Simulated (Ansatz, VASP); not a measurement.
# One calculation of Ti3Se, two programs

INCAR

```
  PREC = Accurate
  ENCUT = 520
  EDIFF = 1E-7
  ISMEAR = -1
  SIGMA = 0.05
  LREAL = False
  LASPH = True
  NELM = 100
  ALGO = Normal
  ISIF = 2
  LWAVE = False
  LCHARG = True
  GGA = PS
  LELF = True
  LVHAR = True
  NBANDS = 29
```

The input KPOINTS:

```
regular mesh
0
Gamma
  10 10 4
```

POSCAR

```
Ti3Se
1.0
    3.2395220766      0.0000000000      0.0000000000
   -1.6197610383      2.8055084145      0.0000000000
    0.0000000000      0.0000000000      8.0472667889
Se Ti
1 3
Direct
    0.0000000000      0.0000000000      0.0000000000
    0.6666666667      0.3333333333      0.5000000000
    0.3333333333      0.6666666667      0.7729020000
    0.3333333333      0.6666666667      0.2270980000
```

File input.yaml:

```yaml
crystal:
  lattice:
    - [3.2395220766, 0.0, 0.0]
    - [-1.6197610383, 2.8055084145, 0.0]
    - [0.0, 0.0, 8.0472667889]
  atoms:
    - { symbol: Se, position: [0.0, 0.0, 0.0] }
    - { symbol: Ti, position: [0.6666666667, 0.3333333333, 0.5] }
    - { symbol: Ti, position: [0.3333333333, 0.6666666667, 0.772902] }
    - { symbol: Ti, position: [0.3333333333, 0.6666666667, 0.227098] }
hamiltonian:
  xc: pbesol
  pseudopotentials: { kind: paw }
kpoints:
  mp_grid: { grid: [10, 10, 4] }
scf:
  occupations: { method: fermi_dirac, width: 0.05 }
output:
  forces: true
  stress: true
  eigenvalues: true
```

Alike in both runs: task single point; functional PBEsol; k mesh 10 × 10 × 4; occupations fermi-dirac, width 0.05 eV; no spin polarisation.

```csv
,VASP,Ansatz
version,VASP 6.6.1,Ansatz 0.2.0
potentials or method,"VASP PAW PBE potentials, release 64 (Se, Ti_sv)",Ansatz PAW
plane-wave cutoff (eV),520,420
valence electrons in the cell,42,52
```

|  | VASP | Ansatz | Ansatz less VASP |
| --- | --- | --- | --- |
| gap on the k mesh at the Fermi level (eV) | none | none | - |
| pressure (GPa) | -8.1 | -8.2 | -0.09 |
| traceless stress, the component that is largest in VASP (GPa) | -0.70 | -0.70 | -0.002 |
| rms of the force components (eV/Å) | 0.072 | 0.081 | +0.0087 |

VASP's potentials were made for PBE, not for PBEsol. Atom by atom the forces differ by 0.009 eV/Å (rms over components). A gap of «none» marks a metal or a gap that the smearing closes. VASP's potentials hold 42 valence electrons a cell and Ansatz's 52, so a difference there can come from the potentials and not from the codes.
